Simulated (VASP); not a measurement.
Runs of VASP 6.6.1 on Cu. The structure is that of space group Fm-3m (No. 225), or close to it. The cells are those of the table. 

| task | cell | gap on the mesh (eV) | pressure (GPa) |
| --- | --- | --- | --- |
| single point | a = 2.520 Å, angles 60.0°, 1 atom | none | 0.8 |
| single point | a = 2.442 Å, angles 60.0°, 1 atom | none | 20.8 |
| single point | a = 2.476 Å, angles 60.0°, 1 atom | none | 10.8 |
| relaxation of cell and atoms | relaxed to 5 GPa from a = 2.560 Å, angles 60.0°, 1 atom | none | 4.9 |
| single point | a = 2.497 Å, angles 60.0°, 1 atom | none | (a) |
| relaxation of cell and atoms | relaxed to 10 GPa from a = 2.560 Å, angles 60.0°, 1 atom | none | 10.1 |
| relaxation of cell and atoms | relaxed to 20 GPa from a = 2.560 Å, angles 60.0°, 1 atom | none | 20.0 |
| relaxation of cell and atoms | relaxed from a = 2.560 Å, angles 60.0°, 1 atom | none | 0.0 |

Alike in all rows: level PBEsol; potentials or basis VASP PAW PBE potentials, release 64 (Cu); no spin polarisation; k mesh 21 × 21 × 21; cutoff (eV) 600; smearing fermi-dirac 0.1 eV.

Q: Fill in the values left out.

A: (a) 5.8.

Caveats: the PAW data sets were made with another functional, which shifts forces and pressure a little; the cell stands under pressure (at least some runs); the cell is relaxed towards a set pressure, so the run minimises the enthalpy, not the energy (at least some runs).

A gap of «none» marks levels without a gap at the run's occupations.
